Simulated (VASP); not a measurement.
# InGa2N3 (Cmc2_1) in VASP: single point with PBE

Aim: the single point of InGa2N3 with PBE.

Everything below comes from runs of VASP 6.6.1. Logs are shortened: lines on timing, memory, paths and dates and some standing lists are left out, and cuts for length are marked.

### 1 The cell of the first run

Symmetry: Cmc2_1, No. 36, orthorhombic system. The conventional cell has a = 10.009 Å, b = 5.773 Å, c = 5.390 Å, α = 90.00°, β = 90.00°, γ = 90.00°. In (site symmetry m) has 4 N at 2.18 to 2.19 Å within 2.9 Å. Within 2.6 Å of Ga (site symmetry 1) lie 4 N at 1.97 to 1.98 Å. Within 2.6 Å of N (site symmetry 1) lie 3 Ga at 1.97 to 1.98 Å and 1 In at 2.18 Å. Within 2.6 Å of N (site symmetry m) lie 2 Ga at 1.97 Å and 2 In at 2.18 to 2.19 Å.

### 2 Single point, PBE

INCAR

```
SYSTEM = InGa2N3
  PREC = Accurate
  ENCUT = 520
  EDIFF = 1E-6
  ISMEAR = 0
  SIGMA = 0.05
  LREAL = .False.
  LASPH = .True.
  NELM = 60
  ALGO = Normal
  ISIF = 2
  LWAVE = .False.
  LCHARG = .True.
  GGA = PE
  LELF = .True.
  LVHAR = .True.
  NBANDS = 66
```

KPOINTS

```
regular mesh
0
Gamma
  6 6 6
  0 0 0
```

POSCAR

```
InGa2N3
1.0
    5.0043409607     -2.8865205108      0.0000000000
    5.0043409607      2.8865205108      0.0000000000
    0.0000000000      0.0000000000      5.3903030000
In Ga N
2 4 6
Direct
    0.3252650000      0.6747350000      0.9896960000
    0.6747350000      0.3252650000      0.4896960000
    0.0070880000      0.3338520000      0.9925750000
    0.6661480000      0.9929120000      0.9925750000
    0.9929120000      0.6661480000      0.4925750000
    0.3338520000      0.0070880000      0.4925750000
    0.0268250000      0.3336790000      0.3588830000
    0.6663210000      0.9731750000      0.3588830000
    0.9731750000      0.6663210000      0.8588830000
    0.3336790000      0.0268250000      0.8588830000
    0.3074450000      0.6925550000      0.3953890000
    0.6925550000      0.3074450000      0.8953890000
```

Potentials or basis: VASP PAW PBE potentials, release 64 (In_d, Ga_d, N).

Started as:

```sh
cat potpaw_PBE.64/In_d/POTCAR potpaw_PBE.64/Ga_d/POTCAR potpaw_PBE.64/N/POTCAR > POTCAR
mpirun -np 1 vasp_std > vasp.out
```

OUTCAR:

```text
SYSTEM = InGa2N3
   PREC = Accurate
   ENCUT = 520
   EDIFF = 1E-6
   ISMEAR = 0
   LREAL = .False.
   LASPH = .True.
   NELM = 60
   ISIF = 2
   GGA = PE

 ion  position               nearest neighbor table
   1  0.325  0.675  0.990-   9 2.18  10 2.18  12 2.18  11 2.19   3 3.30   4 3.30   4 3.30   3 3.30
                             6 3.31   5 3.31   6 3.34   5 3.34   2 3.37   2 3.37   4 3.41   3 3.41
   2  0.675  0.325  0.490-   7 2.18   8 2.18  11 2.18  12 2.19   6 3.30   5 3.30   6 3.30   5 3.30
                             4 3.31   3 3.31   4 3.34   3 3.34   1 3.37   1 3.37   6 3.41   5 3.41
   3  0.007  0.334  0.993-   9 1.97  10 1.97  12 1.97   7 1.98   1 3.30   1 3.30   2 3.31   2 3.34
                             1 3.41
   4  0.666  0.993  0.993-  10 1.97   9 1.97  12 1.97   8 1.98   1 3.30   1 3.30   2 3.31   2 3.34
                             1 3.41
   5  0.993  0.666  0.493-   7 1.97   8 1.97  11 1.97   9 1.98   2 3.30   2 3.30   1 3.31   1 3.34
                             2 3.41
   6  0.334  0.007  0.493-   8 1.97   7 1.97  11 1.97  10 1.98   2 3.30   2 3.30   1 3.31   1 3.34
                             2 3.41
   7  0.027  0.334  0.359-   5 1.97   6 1.97   3 1.98   2 2.18
   8  0.666  0.973  0.359-   6 1.97   5 1.97   4 1.98   2 2.18
   9  0.973  0.666  0.859-   3 1.97   4 1.97   5 1.98   1 2.18
  10  0.334  0.027  0.859-   4 1.97   3 1.97   6 1.98   1 2.18
  11  0.307  0.693  0.395-   5 1.97   6 1.97   2 2.18   1 2.19
  12  0.693  0.307  0.895-   3 1.97   4 1.97   1 2.18   2 2.19

  LATTYP: Found a base centered orthorhombic cell.
 ALAT       =     5.7730410216
 B/A-ratio  =     1.7336931929
 C/A-ratio  =     0.9337025287

  Lattice vectors:

 A1 = (  -5.0043409607,  -2.8865205108,   0.0000000000)
 A2 = (   5.0043409607,  -2.8865205108,   0.0000000000)
 A3 = (   0.0000000000,   0.0000000000,   5.3903030000)

Analysis of symmetry for initial positions (statically):
=====================================================================
 Subroutine PRICEL returns:
 Original cell was already a primitive cell.

 Routine SETGRP: Setting up the symmetry group for a
 base centered orthorhombic supercell.

 Subroutine GETGRP returns: Found  4 space group operations
 (whereof  2 operations were pure point group operations)
 out of a pool of  8 trial point group operations.

The static configuration has the point symmetry C_1h.
 The point group associated with its full space group is C_2v.

Analysis of symmetry for dynamics (positions and initial velocities):
=====================================================================
 Subroutine PRICEL returns:
 Original cell was already a primitive cell.

 Routine SETGRP: Setting up the symmetry group for a
 base centered orthorhombic supercell.

 Subroutine GETGRP returns: Found  4 space group operations
 (whereof  2 operations were pure point group operations)
 out of a pool of  8 trial point group operations.

The dynamic configuration has the point symmetry C_1h.
 The point group associated with its full space group is C_2v.

 Subroutine INISYM returns: Found  4 space group operations
 (whereof  2 operations are pure point group operations),
 and found     1 'primitive' translations

----------------------------------------------------------------------------------------

                                     Primitive cell

  volume of cell :     155.7273

  direct lattice vectors                    reciprocal lattice vectors
     5.004340961 -2.886520511  0.000000000     0.099913256 -0.173218932  0.000000000
     5.004340961  2.886520511  0.000000000     0.099913256  0.173218932  0.000000000
     0.000000000  0.000000000  5.390303000     0.000000000  0.000000000  0.185518328

  length of vectors
     5.777147143  5.777147143  5.390303000     0.199968640  0.199968640  0.185518328

  position of ions in fractional coordinates (direct lattice)
     0.325265000  0.674735000  0.989696000
     0.674735000  0.325265000  0.489696000
     0.007088000  0.333852000  0.992575000
     0.666148000  0.992912000  0.992575000
     0.992912000  0.666148000  0.492575000
     0.333852000  0.007088000  0.492575000
     0.026825000  0.333679000  0.358883000
     0.666321000  0.973175000  0.358883000
     0.973175000  0.666321000  0.858883000
     0.333679000  0.026825000  0.858883000
     0.307445000  0.692555000  0.395389000
     0.692555000  0.307445000  0.895389000

  ion indices of the primitive-cell ions
   primitive index   ion index
                 1           1
                 2           2
                 3           3
                 4           4
                 5           5
                 6           6
                 7           7
                 8           8
                 9           9
                10          10
                11          11
                12          12

----------------------------------------------------------------------------------------

 KPOINTS: regular mesh

Automatic generation of k-mesh.
 Grid dimensions read from file:
 generate k-points for:    6    6    6

 Generating k-lattice:

  Cartesian coordinates                     Fractional coordinates (reciprocal lattice)
     0.016652209 -0.028869822  0.000000000     0.166666667 -0.000000000  0.000000000
     0.016652209  0.028869822  0.000000000    -0.000000000  0.166666667  0.000000000
     0.000000000  0.000000000  0.030919721     0.000000000  0.000000000  0.166666667

  Length of vectors
     0.033328107  0.033328107  0.030919721

  Shift w.r.t. Gamma in fractional coordinates (k-lattice)
     0.000000000  0.000000000  0.000000000

 Subroutine IBZKPT returns following result:
 ===========================================

 Found     52 irreducible k-points:

 Following reciprocal coordinates:
            Coordinates               Weight
  0.000000  0.000000  0.000000      1.000000
  0.166667 -0.000000  0.000000      4.000000
  0.333333 -0.000000  0.000000      4.000000
  0.500000  0.000000  0.000000      2.000000
  0.166667  0.166667  0.000000      2.000000
  0.333333  0.166667  0.000000      4.000000
[... 16 lines left out ...]
  0.333333  0.333333  0.166667      4.000000
  0.500000  0.333333  0.166667      8.000000
 [... further k-points ...]
   k-points           NKPTS =     52   k-points in BZ     NKDIM =     52   number of bands    NBANDS=     66
   number of dos      NEDOS =    301   number of ions     NIONS =     12
   total plane-waves  NPLWV =  92160
   dimension x,y,z NGX =    48 NGY =   48 NGZ =   40
   dimension x,y,z NGXF=    96 NGYF=   96 NGZF=   80
   ions per type =               2   4   6
   NGX,Y,Z   is equivalent  to a cutoff of  13.81, 13.81, 12.34 a.u.
   NGXF,Y,Z  is equivalent  to a cutoff of  27.63, 27.63, 24.67 a.u.
 SYSTEM =  InGa2N3
   PREC   = accura    normal or accurate (medium, high low for compatibility)
   ISTART =      0    job   : 0-new  1-cont  2-samecut
   ICHARG =      2    charge: 1-file 2-atom 10-const
   ISPIN  =      1    spin polarized calculation?
   LNONCOLLINEAR =      F non collinear calculations
   LSORBIT =      F    spin-orbit coupling
   LASPH  =      T    aspherical Exc in radial PAW
   ENCUT  =  520.0 eV  38.22 Ry    6.18 a.u.  10.74 10.74 10.02*2*pi/ulx,y,z
   NELM   =     60;   NELMIN=  2; NELMDL= -5     # of ELM steps
   EDIFF  = 0.1E-05   stopping-criterion for ELM
   LREAL  =      F    real-space projection
   EDIFFG = 0.1E-04   stopping-criterion for IOM
   NSW    =      0    number of steps for IOM
   IBRION =     -1    ionic relax: 0-MD 1-quasi-New 2-CG
   NFREE  =      0    steps in history (QN), initial steepest desc. (CG)
   ISIF   =      2    stress and relaxation
   ISYM   =      2    0-nonsym 1-usesym 2-fastsym
   POTIM  = 0.5000    time-step for ionic-motion
   TEBEG  =    0.0;   TEEND  =   0.0 temperature during run
   PSTRESS=    0.0 pullay stress
   NELECT =     108.0000    total number of electrons
   NUPDOWN=      -1.0000    fix difference up-down
   EMIN   =  10.00;   EMAX   =-10.00  energy-range for DOS
   EFERMI =   0.00;   METHOD = LEGACY
   ISMEAR =     0;   SIGMA  =   0.05  broadening in eV -4-tet -1-fermi 0-gaus
   EFERMI_NEDOS =   21; number of points for ismear=-14 and -15
   IALGO  =     38    algorithm
   IMIX   =      4    mixing-type and parameters
     AMIX     =   0.40;   BMIX     =  1.00
     AMIX_MAG =   1.60;   BMIX_MAG =  1.00
  volume/ion in A,a.u.               =      12.98        87.57
  Fermi-wavevector in a.u.,A,eV,Ry     =   1.449087  2.738378 28.570243  2.099854
  Thomas-Fermi vector in A             =   2.566854
   LORBIT       =      0    0 simple, 1 ext, 2 COOP (PROOUT), +10 PAW based schemes
   GGA     = PE    functional components
   LHFCALC =     F    Hartree Fock is set to
   AEXX    =    0.0000 exact exchange contribution
   IVDW    =     0    specifies the selected vdW correction
   LEPSILON=     F    determine dielectric tensor
   LRPA    =     F    only Hartree local field effects (RPA)
 non-spin polarized calculation
 Gauss-broadening in eV      SIGMA  =   0.05
  energy-cutoff  :      520.00
  volume of cell :      155.73
 maximum number of plane-waves:      4208
 NGX is ok and might be reduce to    48
   NGX = 21   NGY = 21   NGZ = 21

 number of electron     107.9999971 magnetization

 Free energy of the ion-electron system (eV)
  ---------------------------------------------------
  ext. energy  EPLUGINS =         0.00000000
  ---------------------------------------------------
  free energy    TOTEN  =       -69.90745317 eV

  energy without entropy =      -69.90745317  energy(sigma->0) =      -69.90745317

 E-fermi :   5.8114     XC(G=0): -11.2228

 val. band max:        5.5938672245   @ k =   0.0000   0.0000   0.0000
 cond. band min:       6.4883673823   @ k =   0.0000   0.0000   0.0000
 fundamental gap:      0.8945001578
 Fermi energy:         5.8113689818

 k-point     1 :       0.0000    0.0000    0.0000
  band No.  band energies     occupation
      1      -9.7109      2.00000
      2      -9.2775      2.00000
      3      -9.1571      2.00000
      4      -9.1513      2.00000
      5      -9.1192      2.00000
      6      -9.1037      2.00000
[... 1645 lines left out ...]
     65      13.1031      0.00000
     66      13.6300      0.00000

 [... further k-points ...]
[... 5 lines left out ...]
  --------------------------------------------------------------------------------------
  -------------------------------------------------------------------------------------
  Total        0.6963748      0.7193366      0.7400126      0.0000000      0.0000000      0.0000000
  in kB        7.1645502      7.4007891      7.6135112      0.0000000      0.0000000      0.0000000
  external PRESSURE =       7.3929502 kB  Pullay stress =       0.0000000 kB

 VOLUME and BASIS-vectors are now :
 -----------------------------------------------------------------------------
  energy-cutoff  :      520.00
  volume of cell :      155.73
      direct lattice vectors                 reciprocal lattice vectors
     5.004340961 -2.886520511  0.000000000     0.099913256 -0.173218932  0.000000000
     5.004340961  2.886520511  0.000000000     0.099913256  0.173218932  0.000000000
     0.000000000  0.000000000  5.390303000     0.000000000  0.000000000  0.185518328

 POSITION                                       TOTAL-FORCE (eV/Angst)
 -----------------------------------------------------------------------------------
      5.00434      1.00875      5.33476         0.000000      0.001039      0.001588
      5.00434     -1.00875      2.63961         0.000000     -0.001039      0.001588
      1.70618      0.94321      5.35028        -0.000986      0.000400      0.000771
      8.30250      0.94321      5.35028         0.000986      0.000400      0.000771
      8.30250     -0.94321      2.65513         0.000986     -0.000400      0.000771
      1.70618     -0.94321      2.65513        -0.000986     -0.000400      0.000771
      1.80408      0.88574      1.93449        -0.017583      0.011422      0.006149
      8.20460      0.88574      1.93449         0.017583      0.011422      0.006149
      8.20460     -0.88574      4.62964         0.017583     -0.011422      0.006149
      1.80408     -0.88574      4.62964        -0.017583     -0.011422      0.006149
      5.00434      1.11163      2.13127         0.000000     -0.020286     -0.015427
      5.00434     -1.11163      4.82642         0.000000      0.020286     -0.015427
 -----------------------------------------------------------------------------------
    total drift:                                0.000001      0.000000     -0.003974

  FREE ENERGIE OF THE ION-ELECTRON SYSTEM (eV)
  ---------------------------------------------------
  free  energy   TOTEN  =       -69.9074531687 eV

  energy  without entropy=      -69.9074531687  energy(sigma->0) =      -69.90745317
```

Run time: 24 min. Hardware: 1 thread of Intel Xeon 8259CL, shared host; peak memory 0.57 GiB.

Results:

- Free energy: -69.9075 eV
- Pressure: 0.7 GPa
- Largest force: 0.025 eV/Å
- Band gap on the k mesh: 0.89 eV

Forces on the atoms (eV/Å):
```
In   0.000  0.001  0.002
In   0.000 -0.001  0.002
Ga  -0.001  0.000  0.001
Ga   0.001  0.000  0.001
Ga   0.001  0.000  0.001
Ga  -0.001  0.000  0.001
N   -0.018  0.011  0.006
N    0.018  0.011  0.006
N    0.018 -0.011  0.006
N   -0.018 -0.011  0.006
N    0.000 -0.020 -0.015
N    0.000  0.020 -0.015
```

Levels at points of the mesh, in eV from the valence-band top:
| k point | band 52 | band 53 | band 54 | band 55 | band 56 | band 57 |
| --- | --- | --- | --- | --- | --- | --- |
| (0.00, 0.00, 0.00) | -0.04 | 0.00 | 0.00 | 0.89 | 3.42 | 5.19 |
| (0.50, 0.00, 0.00) | -0.81 | -0.78 | -0.73 | 3.61 | 3.88 | 4.91 |
| (0.50, 0.50, 0.00) | -0.78 | -0.75 | -0.64 | 3.51 | 4.17 | 4.31 |
| (0.00, 0.00, 0.50) | -0.47 | -0.46 | -0.46 | 3.28 | 3.28 | 5.68 |
| (0.50, 0.00, 0.50) | -1.38 | -1.13 | -1.13 | 3.89 | 3.89 | 4.78 |
| (0.50, 0.50, 0.50) | -1.36 | -1.22 | -1.22 | 4.00 | 4.00 | 4.68 |

Caveat: spin-orbit coupling is left out, which moves the levels of the heavy elements.
